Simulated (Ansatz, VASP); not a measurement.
## AlN in VASP and in Ansatz

```xyz
4
Lattice="3.1540 0.0000 0.0000 -1.5770 2.7314 0.0000 0.0000 0.0000 5.0465" Properties=species:S:1:pos:R:3 pbc="T T T"
Al    1.5770    0.9105    2.5233
Al    0.0000    1.8209    0.0000
N     1.5770    0.9105    4.4410
N     0.0000    1.8209    1.9177
```

Alike in both runs: task single point; functional RPBE; dispersion D3(BJ); k mesh 10 × 10 × 6; occupations fermi-dirac, width 0.05 eV; no spin polarisation.

```csv
,VASP,Ansatz
version,VASP 6.6.1,Ansatz 0.2.0
potentials or method,"VASP PAW PBE potentials, release 64 (Al, N)",Ansatz PAW
plane-wave cutoff (eV),520,420
valence electrons in the cell,16,16
```

```csv
,VASP,Ansatz,Ansatz less VASP
gap on the k mesh at the Fermi level (eV),3.93,3.91,-0.020
least direct gap on the mesh (eV),3.93,3.91,-0.020
pressure (GPa),-20.6,-20.0,+0.64
"traceless stress, the component that is largest in VASP (GPa)",0.93,0.88,-0.049
rms of the force components (eV/Å),0.071,0.072,+0.0008
```

VASP's potentials were made for PBE, not for RPBE. Atom by atom the forces differ by 0.001 eV/Å (rms over components).
